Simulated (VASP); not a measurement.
The system is BeS.

```
CELL_PARAMETERS angstrom
-2.40465 2.40465 2.68611
2.40465 -2.40465 2.68611
2.40465 2.40465 -2.68611
ATOMIC_POSITIONS crystal
Be 0.37885 0.37885 0.00000
Be 0.12885 0.62885 0.50000
S 0.68170 0.68170 0.00000
S 0.43170 0.93170 0.50000
```

| Quantity | Value |
| --- | --- |
| Program | VASP 6.6.1 |
| Task | relaxation of cell and atoms |
| Functional | PBE |
| Potentials or basis | VASP PAW PBE potentials, release 64 (Be, S) |
| Cutoff | 600 eV |
| k mesh | 6 × 6 × 6 |
| Occupations | gaussian, width 0.1 eV |
| Spin | no spin polarisation |

At the start: pressure 24.8 GPa; volume 15.53 Å³/atom.

How do energy, volume and symmetry change on relaxing?

Over 56 steps the energy falls by 1124.1 meV/atom and the volume is 13.13 Å³/atom (-15.5 %); space group I4_1md (No. 109, to 0.05 Å).

The path:
```csv
step,energy change (eV),largest force (eV/Å),pressure (GPa),volume (Å³)
1,0.0000,7.3843,24.80,62.13
3,0.4889,1.2342,-14.11,80.45
5,-1.5938,1.3283,-7.93,69.37
7,-1.8964,0.1606,-1.47,66.07
9,-1.9198,0.0993,-0.57,65.04
11,-1.9251,0.0258,8.35,56.65
13,-1.9881,0.1242,3.17,60.54
15,-2.0904,0.6017,2.91,60.22
17,-2.3704,0.1714,17.50,55.44
19,-2.3518,0.0789,20.30,54.97
21,-0.5726,2.0787,55.53,48.95
23,-2.1679,0.4056,26.53,53.43
25,-2.1881,0.4854,26.99,53.54
27,-2.2016,0.8906,29.98,53.94
29,-2.3554,0.9027,28.28,54.88
31,-2.9359,0.9426,22.07,59.11
33,-3.5230,0.9174,5.04,76.07
35,-3.7677,0.7643,6.91,71.77
37,-3.9426,0.2892,1.16,74.21
39,-3.9503,0.2774,0.74,74.55
41,-3.9872,0.2351,-1.66,76.94
43,-4.0269,0.3083,-1.28,75.62
45,-4.0821,0.3306,-1.07,72.83
47,-4.2415,0.1080,-2.10,66.25
49,-3.8963,0.5312,21.39,43.83
51,-4.4243,0.0698,2.82,49.97
53,-4.4737,0.0185,1.92,51.30
55,-4.4935,0.0737,-1.21,53.18
56,-4.4963,0.0233,0.01,52.50
```

Final structure:
```
Be S
1.0
    -1.57952    1.57952    5.26113
     1.57952   -1.57952    5.26113
     1.57952    1.57952   -5.26113
Be S
2 2
Direct
  0.33530 0.33530 0.00000
  0.08530 0.58530 0.50000
  0.72524 0.72524 0.00000
  0.47524 0.97524 0.50000
```

Caveat: the volume moved by over 15 % at a fixed basis, so the end points are rough.
